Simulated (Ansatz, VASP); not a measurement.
# Two plane-wave programs on MgS

```
Mg S
1.0
    11.10000    0.00000    0.00000
     0.00000   13.00000    0.00000
     0.00000    0.00000    4.78558
Mg S
4 4
Direct
  0.35974 0.50000 0.16684
  0.64026 0.50000 0.16649
  0.50000 0.61966 0.66667
  0.50000 0.38034 0.66667
  0.31899 0.50000 0.66677
  0.68101 0.50000 0.66656
  0.50000 0.34534 0.16667
  0.50000 0.65466 0.16667
```

Alike in both runs: task single point; functional PBE; k mesh 1 × 1 × 4; occupations gaussian, width 0.05 eV; non-collinear spin, spin-orbit coupling.

|  | VASP | Ansatz |
| --- | --- | --- |
| version | VASP 6.6.1 | Ansatz 0.2.0 |
| potentials or method | VASP PAW PBE potentials, release 64 (Mg, S), cutoff 520 eV | scalar-relativistic, plane waves, PAW |
| valence electrons in the cell | 32 | 64 |

```csv
,VASP,Ansatz,Ansatz less VASP
rms of the force components (eV/Å),0.011,0.004,-0.0077
net moment per atom (μB),0.00,0.00,0.000
```

VASP's potentials hold 32 valence electrons a cell and Ansatz's 64, so a difference there can come from the potentials and not from the codes.
